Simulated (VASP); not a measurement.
Runs of VASP 6.6.1 on GaN. The structure is that of space group Fm-3m (No. 225), or close to it. The cells are those of the table. 

| level | cell | gap on the mesh (eV) | pressure (GPa) |
| --- | --- | --- | --- |
| r2SCAN | a = 3.040 Å, angles 60.0°, 2 atoms | (b) | (a) |
| r2SCAN | a = 2.952 Å, angles 60.0°, 2 atoms | (c) | 9.4 |
| PBE | a = 2.987 Å, angles 60.0°, 2 atoms | 0.62 | 7.7 |
| r2SCAN | a = 2.921 Å, angles 60.0°, 2 atoms | 1.60 | 18.9 |
| PBE | a = 3.048 Å, angles 60.0°, 2 atoms | 0.25 | -5.1 |

Alike in all rows: task single point; potentials or basis VASP PAW PBE potentials, release 64 (Ga_d, N); no spin polarisation; k mesh 8 × 8 × 8; cutoff (eV) 520; smearing gaussian 0.01 eV.

Task: Estimate the missing entries.

Result: (a) -11.6; (b) 0.78; (c) 1.38.

Caveats: the PAW data sets were made with another functional, which shifts forces and pressure a little (some runs).

A k mesh can miss the band edges, and the runs leave out spin-orbit coupling on Ga.
